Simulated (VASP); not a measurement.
# Al18HCl in VASP: further runs

Al18HCl is run at these levels: PBE+D3(BJ); tasks: single point.

Program: VASP 6.6.1. These are calculated values, not measurements. Logs are shortened: lines on timing, memory, paths and dates and some standing lists are left out, and cuts for length are marked.

### 1 The cell of the first run

The cell holds a slab with vacuum, 20 atoms: a = 5.728 Å, b = 8.591 Å, c = 15.677 Å, α = 90.00°, β = 90.00°, γ = 60.00°.

### 2 Single point, PBE+D3(BJ)

The input, INCAR:

```
SYSTEM = Al18HCl
PREC = Accurate
ENCUT = 520
EDIFF = 1E-7
ISMEAR = 0
SIGMA = 0.15
LREAL = Auto
LASPH = .True.
NELM = 80
ALGO = Normal
ISIF = 2
LWAVE = .False.
LCHARG = .False.
GGA = PE
IVDW = 12
NBANDS = 47
```

The input, KPOINTS:

```
regular mesh
0
Gamma
  3 2 1
  0 0 0
```

The input, POSCAR:

```
Al18HCl
1.0
    5.7275650000      0.0000000000      0.0000000000
    4.2956740000      7.4403250000      0.0000000000
    0.0000000000      0.0000000000     15.6765370000
Al Cl H
18 1 1
Direct
    0.1666667000      0.1111111000      0.0637896000
    0.6666667000      0.1111111000      0.0637896000
    0.1666667000      0.4444444000      0.0637896000
    0.6666667000      0.4444444000      0.0637896000
    0.1666667000      0.7777778000      0.0637896000
    0.6666667000      0.7777778000      0.0637896000
   -0.1660827901      0.2216630595      0.2136528882
    0.3334571465      0.2218417030      0.2138315007
   -0.1668516076      0.5557680982      0.2139444257
    0.3333535144      0.5556819860      0.2140056360
   -0.1660741234      0.8883150700      0.2141797796
    0.3334946203      0.8885840989      0.2141126434
   -0.0000770825      0.0006540546      0.3645015855
    0.4997076492      0.0002352012      0.3642426301
   -0.0010102421      0.3336956970      0.3634358764
    0.5005873778      0.3337326987      0.3634711797
   -0.0003332446      0.6675331796      0.3647153104
    0.4995963643      0.6671561127      0.3645948215
    0.3140322414      0.2425110715      0.5897035826
    0.3065767944      0.2594735339      0.5061283019
```

Potentials or basis: VASP PAW PBE potentials, release 64 (Al, Cl, H).

Command:

```bash
$ cat potpaw_PBE.64/Al/POTCAR potpaw_PBE.64/Cl/POTCAR potpaw_PBE.64/H/POTCAR > POTCAR
$ mpirun -np 1 vasp_std > vasp.out
```

OUTCAR:

```text
SYSTEM = Al18HCl
   PREC = Accurate
   ENCUT = 520
   EDIFF = 1E-7
   ISMEAR = 0
   LREAL = Auto
   LASPH = .True.
   NELM = 80
   ISIF = 2
   GGA = PE
   IVDW = 12
 IVDW          = 12

 ion  position               nearest neighbor table
   1  0.167  0.111  0.064-   3 2.86   5 2.86   6 2.86   4 2.86   2 2.86   2 2.86   7 2.87   8 2.87
                            12 2.88
   2  0.667  0.111  0.064-   4 2.86   6 2.86   5 2.86   3 2.86   1 2.86   1 2.86   7 2.87   8 2.87
                            11 2.88
   3  0.167  0.444  0.064-   1 2.86   2 2.86   4 2.86   4 2.86   6 2.86   5 2.86   8 2.88   9 2.88
                            10 2.88
   4  0.667  0.444  0.064-   2 2.86   1 2.86   3 2.86   3 2.86   5 2.86   6 2.86   7 2.88   9 2.88
                            10 2.88
   5  0.167  0.778  0.064-   1 2.86   2 2.86   6 2.86   6 2.86   4 2.86   3 2.86  10 2.88  12 2.88
                            11 2.88
   6  0.667  0.778  0.064-   2 2.86   1 2.86   5 2.86   5 2.86   3 2.86   4 2.86   9 2.88  12 2.88
                            11 2.88
   7  0.834  0.222  0.214-  12 2.86   8 2.86  11 2.86   8 2.87   9 2.87  10 2.87   1 2.87  15 2.87
                             2 2.87  16 2.87   4 2.88  13 2.88
   8  0.333  0.222  0.214-   7 2.86  12 2.86   7 2.87  11 2.87   9 2.87  10 2.87  15 2.87   1 2.87
                            16 2.87   2 2.87   3 2.88  14 2.88
   9  0.833  0.556  0.214-  11 2.86  12 2.86  10 2.86  10 2.86   8 2.87  15 2.87   7 2.87   6 2.88
[... 4 lines left out ...]
                            14 2.88   6 2.88   2 2.88  13 2.88
  12  0.333  0.889  0.214-  10 2.86   9 2.86   7 2.86  11 2.86   8 2.86  11 2.87  14 2.88  18 2.88
                             5 2.88   6 2.88   1 2.88  13 2.88
  13  1.000  0.001  0.365-  15 2.86  14 2.86  16 2.86  17 2.86  18 2.86  14 2.87  12 2.88   7 2.88
                            11 2.88
  14  0.500  0.000  0.364-  13 2.86  17 2.86  18 2.86  15 2.87  13 2.87  16 2.87   8 2.88  12 2.88
                            11 2.88
  15  0.999  0.334  0.363-  16 2.85  13 2.86  18 2.86  14 2.87   9 2.87  17 2.87   7 2.87   8 2.87
                            16 2.87
  16  0.501  0.334  0.363-  15 2.85  13 2.86  18 2.86  10 2.87  14 2.87  17 2.87   7 2.87  15 2.87
                             8 2.87
  17  1.000  0.668  0.365-  14 2.86  18 2.86  13 2.86  18 2.87  16 2.87  15 2.87  11 2.88  10 2.88
                             9 2.89
  18  0.500  0.667  0.365-  17 2.86  16 2.86  14 2.86  15 2.86  13 2.86  17 2.87  12 2.88  10 2.88
                             9 2.88
  19  0.314  0.243  0.590-  20 1.32
  20  0.307  0.259  0.506-  19 1.32

  LATTYP: Found a simple monoclinic cell.
 ALAT       =     5.7275650000
 B/A-ratio  =     2.7370334514
 C/A-ratio  =     1.3228756151
 COS(beta)  =    -0.1889822093

  Lattice vectors:

 A1 = (   5.7275650000,   0.0000000000,   0.0000000000)
 A2 = (   0.0000000000,   0.0000000000, -15.6765370000)
 A3 = (  -1.4318910000,   7.4403250000,   0.0000000000)

Analysis of symmetry for initial positions (statically):
=====================================================================
 Subroutine PRICEL returns:
 Original cell was already a primitive cell.

 Routine SETGRP: Setting up the symmetry group for a
 simple monoclinic supercell.

 Subroutine GETGRP returns: Found  1 space group operations
 (whereof  1 operations were pure point group operations)
 out of a pool of  4 trial point group operations.

The static configuration has the point symmetry C_1 .

Analysis of symmetry for dynamics (positions and initial velocities):
=====================================================================
 Subroutine PRICEL returns:
 Original cell was already a primitive cell.

 Routine SETGRP: Setting up the symmetry group for a
 simple monoclinic supercell.

 Subroutine GETGRP returns: Found  1 space group operations
 (whereof  1 operations were pure point group operations)
 out of a pool of  4 trial point group operations.

The dynamic configuration has the point symmetry C_1 .

 Subroutine INISYM returns: Found  1 space group operations
 (whereof  1 operations are pure point group operations),
 and found     1 'primitive' translations

----------------------------------------------------------------------------------------

                                     Primitive cell

  volume of cell :     668.0548

[... 82 lines left out ...]
|                                                                             |
|     Your reciprocal lattice and k-lattice belong to different lattice       |
|     classes:                                                                |
|                                                                             |
|        The reciprocal lattice is simple monoclinic,                         |
|        whereas your k-lattice is hexagonal.                                 |
|                                                                             |
|     Results are often still useful ...                                      |
|                                                                             |
 -----------------------------------------------------------------------------

 Subroutine IBZKPT returns following result:
 ===========================================

 Found      4 irreducible k-points:

 Following reciprocal coordinates:
            Coordinates               Weight
  0.000000  0.000000  0.000000      1.000000
  0.333333  0.000000  0.000000      2.000000
  0.000000  0.500000  0.000000      1.000000
  0.333333  0.500000  0.000000      2.000000
   k-points           NKPTS =      4   k-points in BZ     NKDIM =      4   number of bands    NBANDS=     47
   number of dos      NEDOS =    301   number of ions     NIONS =     20
   total plane-waves  NPLWV = 368640
   dimension x,y,z NGX =    48 NGY =   64 NGZ =  120
   dimension x,y,z NGXF=    96 NGYF=  128 NGZF=  240
   ions per type =              18   1   1
   NGX,Y,Z   is equivalent  to a cutoff of  13.93, 12.38, 12.73 a.u.
   NGXF,Y,Z  is equivalent  to a cutoff of  27.86, 24.77, 25.45 a.u.
 SYSTEM =  Al18HCl
   PREC   = accura    normal or accurate (medium, high low for compatibility)
   ISTART =      0    job   : 0-new  1-cont  2-samecut
   ICHARG =      2    charge: 1-file 2-atom 10-const
   ISPIN  =      1    spin polarized calculation?
   LNONCOLLINEAR =      F non collinear calculations
   LSORBIT =      F    spin-orbit coupling
   LASPH  =      T    aspherical Exc in radial PAW
   ENCUT  =  520.0 eV  38.22 Ry    6.18 a.u.  10.65 15.97 29.15*2*pi/ulx,y,z
   NELM   =     80;   NELMIN=  2; NELMDL= -5     # of ELM steps
   EDIFF  = 0.1E-06   stopping-criterion for ELM
   LREAL  =      T    real-space projection
   EDIFFG = 0.1E-05   stopping-criterion for IOM
   NSW    =      0    number of steps for IOM
   IBRION =     -1    ionic relax: 0-MD 1-quasi-New 2-CG
   NFREE  =      0    steps in history (QN), initial steepest desc. (CG)
   ISIF   =      2    stress and relaxation
   ISYM   =      2    0-nonsym 1-usesym 2-fastsym
   POTIM  = 0.5000    time-step for ionic-motion
   TEBEG  =    0.0;   TEEND  =   0.0 temperature during run
   PSTRESS=    0.0 pullay stress
   NELECT =      62.0000    total number of electrons
   NUPDOWN=      -1.0000    fix difference up-down
   EMIN   =  10.00;   EMAX   =-10.00  energy-range for DOS
   EFERMI =   0.00;   METHOD = LEGACY
   ISMEAR =     0;   SIGMA  =   0.15  broadening in eV -4-tet -1-fermi 0-gaus
   EFERMI_NEDOS =   21; number of points for ismear=-14 and -15
   IALGO  =     38    algorithm
   IMIX   =      4    mixing-type and parameters
     AMIX     =   0.40;   BMIX     =  1.00
     AMIX_MAG =   1.60;   BMIX_MAG =  1.00
  volume/ion in A,a.u.               =      33.40       225.41
  Fermi-wavevector in a.u.,A,eV,Ry     =   0.741199  1.400663  7.474710  0.549376
  Thomas-Fermi vector in A             =   1.835783
   LORBIT       =      0    0 simple, 1 ext, 2 COOP (PROOUT), +10 PAW based schemes
   GGA     = PE    functional components
   LHFCALC =     F    Hartree Fock is set to
   AEXX    =    0.0000 exact exchange contribution
   IVDW    =    12    specifies the selected vdW correction
   LEPSILON=     F    determine dielectric tensor
   LRPA    =     F    only Hartree local field effects (RPA)
 non-spin polarized calculation
 Gauss-broadening in eV      SIGMA  =   0.15
  energy-cutoff  :      520.00
  volume of cell :      668.05
 maximum number of plane-waves:     17998
 NGX is ok and might be reduce to    42
   NGX = 21   NGY = 31   NGZ = 59

 number of electron      61.9999999 magnetization

 Free energy of the ion-electron system (eV)
  ---------------------------------------------------
  ext. energy  EPLUGINS =         0.00000000
  ---------------------------------------------------
  free energy    TOTEN  =       -69.67968060 eV

  energy without entropy =      -69.48378492  energy(sigma->0) =      -69.58173276

 E-fermi :   1.2854     XC(G=0):  -6.1301

 val. band max:        1.2768859432   @ k =   0.0000   0.0000   0.0000
 cond. band min:       1.2921662605   @ k =   0.0000   0.5000   0.0000
 fundamental gap:      0.0152803173
 Fermi energy:         1.2854196966

 k-point     1 :       0.0000    0.0000    0.0000
  band No.  band energies     occupation
      1     -15.0008      2.00000
      2      -8.9651      2.00000
      3      -7.2505      2.00000
      4      -6.3384      2.00000
      5      -6.3179      2.00000
      6      -5.7657      2.00000
[... 173 lines left out ...]
     42       3.8308      0.00000
     43       3.8351      0.00000
 [bands above 43 left out]

------------------------ aborting loop because EDIFF is reached ----------------------------------------

 Edisp (eV)   -4.26620

 E8    (eV) :    -1.9587

  FORCE on cell =-STRESS in cart. coord.  units (eV):
  Direction    XX          YY          ZZ          XY          YZ          ZX
  --------------------------------------------------------------------------------------
  -------------------------------------------------------------------------------------
  Total     -13.16501   -12.95522    -0.41192    -0.01030     0.01056     0.00300
  in kB     -31.57327   -31.07015    -0.98790    -0.02471     0.02532     0.00720
  external pressure =      -21.21 kB  Pullay stress =        0.00 kB

 VOLUME and BASIS-vectors are now :
 -----------------------------------------------------------------------------
  energy-cutoff  :      520.00
  volume of cell :      668.05
      direct lattice vectors                 reciprocal lattice vectors
     5.727565000  0.000000000  0.000000000     0.174594265 -0.100802054  0.000000000
     4.295674000  7.440325000  0.000000000     0.000000000  0.134402731  0.000000000
     0.000000000  0.000000000 15.676537000     0.000000000  0.000000000  0.063789598

 POSITION                                       TOTAL-FORCE (eV/Angst)
 -----------------------------------------------------------------------------------
      1.43189      0.82670      1.00000         0.005290     -0.011560     -0.004323
      4.29567      0.82670      1.00000        -0.003476      0.010119     -0.004120
      2.86378      3.30681      1.00000         0.006612     -0.011109      0.004950
      5.72757      3.30681      1.00000        -0.011352      0.002317      0.004078
      4.29567      5.78692      1.00000         0.017941      0.002946     -0.007058
      7.15946      5.78692      1.00000        -0.019004      0.008047      0.005995
[... 12 lines left out ...]
      2.84039      1.80436      9.24451         0.002871      0.011303     -0.112289
      2.87055      1.93057      7.93434        -0.003264     -0.011858      0.116824
 -----------------------------------------------------------------------------------
    total drift:                                0.008837     -0.001668     -0.008839

  FREE ENERGIE OF THE ION-ELECTRON SYSTEM (eV)
  ---------------------------------------------------
  free  energy   TOTEN  =       -73.9458825549 eV

  energy  without entropy=      -73.7499868717  energy(sigma->0) =      -73.84793471
```

It took 4.4 min on 1 thread of AMD EPYC 7R13 (Zen 3), shared host; peak memory 0.69 GiB.

What came out:

| Item | Value |
| --- | --- |
| Free energy | -73.9459 eV |
| Largest force | 0.117 eV/Å |
| Band gap on the k mesh | zero (filled and empty bands overlap) |
| Dispersion energy per atom | -0.213 eV |

Forces in eV/Å, atoms in the order of the input:
```
Al   0.005 -0.012 -0.004
Al  -0.003  0.010 -0.004
Al   0.007 -0.011  0.005
Al  -0.011  0.002  0.004
Al   0.018  0.003 -0.007
Al  -0.019  0.008  0.006
Al   0.000  0.000  0.002
Al   0.000 -0.001  0.000
Al   0.002  0.001  0.003
Al   0.000  0.001  0.002
Al   0.001  0.000 -0.002
Al  -0.001 -0.002 -0.002
Al  -0.001  0.000 -0.001
Al   0.001 -0.001 -0.002
Al  -0.002  0.000 -0.001
Al   0.001  0.001 -0.002
Al   0.002  0.000 -0.001
Al   0.003  0.001 -0.001
Cl   0.003  0.011 -0.112
H   -0.003 -0.012  0.117
```

Caveat: the k points lie up to 0.42 Å⁻¹ apart.

### 3 Single point, PBE+D3(BJ)

The input, INCAR:

```
PREC     = Accurate       # precision mode
ENCUT    = 520            # plane-wave cutoff, eV
EDIFF    = 1E-6           # SCF threshold, eV
ISMEAR   = 0              # smearing method
SIGMA    = 0.15           # smearing width, eV
LREAL    = Auto         
LASPH    = T              # aspherical terms in the spheres
NELM     = 100            # most SCF steps
ALGO     = Normal         # electronic algorithm
ISIF     = 2              # what is computed and relaxed
LWAVE    = F              # write WAVECAR
LCHARG   = F              # write CHGCAR
GGA      = PE             # functional
IVDW     = 12             # dispersion correction
NBANDS   = 47             # bands
```

The input, KPOINTS:

```
Automatic mesh
0
Gamma
  3 2 1
```

The input, POSCAR:

```
Al18HCl
1.0
    5.7275650000      0.0000000000      0.0000000000
    4.2956740000      7.4403250000      0.0000000000
    0.0000000000      0.0000000000     15.6765370000
Al Cl H
18 1 1
Direct
    0.1666666600      0.1111111100      0.0637896000
    0.6666666500      0.1111111100      0.0637896000
    0.1666666400      0.4444444500      0.0637896000
    0.6666666300      0.4444444500      0.0637896000
    0.1666666200      0.7777777900      0.0637896000
    0.6666666100      0.7777777900      0.0637896000
   -0.1682505984      0.2227097682      0.2156333965
    0.3339225443      0.2211831743      0.2134619664
   -0.1684539050      0.5575633325      0.2133945211
    0.3321088434      0.5581760949      0.2144280921
   -0.1749846673      0.8912786980      0.2172750225
    0.3339631413      0.8909740241      0.2163722495
   -0.0187418504      0.0032098723      0.3659823925
    0.5130403964     -0.0142436540      0.4126759416
    0.0295482023      0.3002469661      0.3669879404
    0.4945028877      0.3354984028      0.3690604683
    0.0026258590      0.6774643607      0.3686186445
    0.4916121570      0.6708987783      0.3704795403
    0.4934402913     -0.0001340433      0.5510255735
   -0.1421872038      0.5374684610      0.3353259100
```

Potentials or basis: VASP PAW PBE potentials, release 64 (Al, Cl, H).

Command:

```bash
$ cat potpaw_PBE.64/Al/POTCAR potpaw_PBE.64/Cl/POTCAR potpaw_PBE.64/H/POTCAR > POTCAR
$ mpirun -np 1 vasp_std > vasp.out
```

Wall time 4.3 min (1 thread of AMD EPYC 7R13 (Zen 3), shared host); peak memory 0.69 GiB.

Results (log left out):

```
Free energy                : -74.2343 eV
Largest force              : 0.183 eV/Å
Band gap on the k mesh     : zero (bands 31 and 32 overlap by 0.19 eV)
Dispersion energy per atom : -0.214 eV
```

Forces in eV/Å, atoms in the order of the input:
```
Al  -0.011 -0.016 -0.035
Al   0.013  0.075  0.004
Al   0.093 -0.099 -0.019
Al  -0.125  0.059 -0.008
Al   0.143 -0.016  0.113
Al  -0.120  0.006 -0.022
Al   0.003 -0.002 -0.001
Al  -0.002  0.002  0.004
Al   0.001  0.000  0.002
Al   0.001  0.001  0.000
Al   0.006  0.001 -0.004
Al  -0.007  0.003  0.000
Al   0.010 -0.001 -0.010
Al  -0.013 -0.004  0.020
Al   0.016 -0.006 -0.004
Al  -0.001  0.003 -0.007
Al  -0.005 -0.013 -0.006
Al   0.004  0.010 -0.005
Cl   0.003  0.002 -0.030
H   -0.008 -0.005  0.007
```

Levels at points of the mesh, in eV from the Fermi level:
```
           k point  band 29  band 30  band 31  band 32  band 33  band 34
(0.00, 0.00, 0.00)    -0.28    -0.21    -0.08    -0.04     0.26     0.37
(0.00, 0.50, 0.00)    -0.44    -0.28    -0.23    -0.13    -0.09     0.02
```

Caveat: the k points lie up to 0.42 Å⁻¹ apart.
